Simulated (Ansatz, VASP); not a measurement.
# LaScF in VASP and in Ansatz

Contents of INCAR:

```
  PREC = Accurate
  ENCUT = 600
  EDIFF = 1E-6
  ISMEAR = 0
  SIGMA = 0.1
  LREAL = False
  LASPH = True
  NELM = 80
  ALGO = Normal
  ISIF = 3
  LWAVE = False
  LCHARG = False
  GGA = PE
  IBRION = 2
  NSW = 90
  EDIFFG = -0.04
```

File KPOINTS:

```
Automatic mesh
0
Gamma
  6 6 4
```

Contents of POSCAR:

```
LaScF
1.0
    4.0757667300      0.0000000000      0.0000000000
   -2.0378833600      3.5297175300      0.0000000000
    0.0000000000      0.0000000000      4.4086186100
La Sc F
1 1 1
Direct
    0.0000000000      0.0000000000      0.0000000000
    0.3333333300      0.6666666700      0.5000000000
    0.6666666700      0.3333333300      0.5000000000
```

Input for Ansatz:

```yaml
crystal:
  lattice:
    - [4.07576673, 0.0, 0.0]
    - [-2.03788336, 3.52971753, 0.0]
    - [0.0, 0.0, 4.40861861]
  atoms:
    - { symbol: La, position: [0.0, 0.0, 0.0] }
    - { symbol: Sc, position: [0.33333333, 0.66666667, 0.5] }
    - { symbol: F, position: [0.66666667, 0.33333333, 0.5] }
basis:
  ecutwfc: 420
kpoints:
  mp_grid: { grid: [6, 6, 4] }
hamiltonian:
  xc: pbe
scf:
  occupations: { method: gaussian, width: 0.1 }
  lower_state_search: "off"
output:
  forces: true
  stress: true
  eigenvalues: true
relax:
  adjacent_minimum: "off"
  f_tol: 0.04
  max_steps: 70
  cell: { stress_tol: 0.4 }
```

Change from the starting cell: species swapped into the EuGaSi type (P-6m2, No. 187).

Alike in both runs: task relaxation of cell and atoms; functional PBE; k mesh 6 × 6 × 4; occupations gaussian, width 0.1 eV; no spin polarisation.

|  | VASP | Ansatz |
| --- | --- | --- |
| version | VASP 6.6.1 | Ansatz 0.2.0 |
| potentials or method | VASP PAW PBE potentials, release 64 (La, Sc_sv, F), cutoff 600 eV | scalar-relativistic, plane waves, PAW |
| valence electrons in the cell | 29 | 29 |

```csv
,VASP,Ansatz,Ansatz less VASP
"gap on the k mesh at the Fermi level, each at its own relaxed structure (eV)",none,none,-
relaxed volume (Å³/atom),23.72,25.15,+1.425
relaxed length of the cell vector where the two differ most in proportion (Å),6.007,6.515,+0.5076
```

A gap of «none» marks a metal or a gap that the smearing closes. One of these differences is far larger than is usual between the two programs; its cause wasn't traced.

Neither program's run includes spin-orbit coupling.
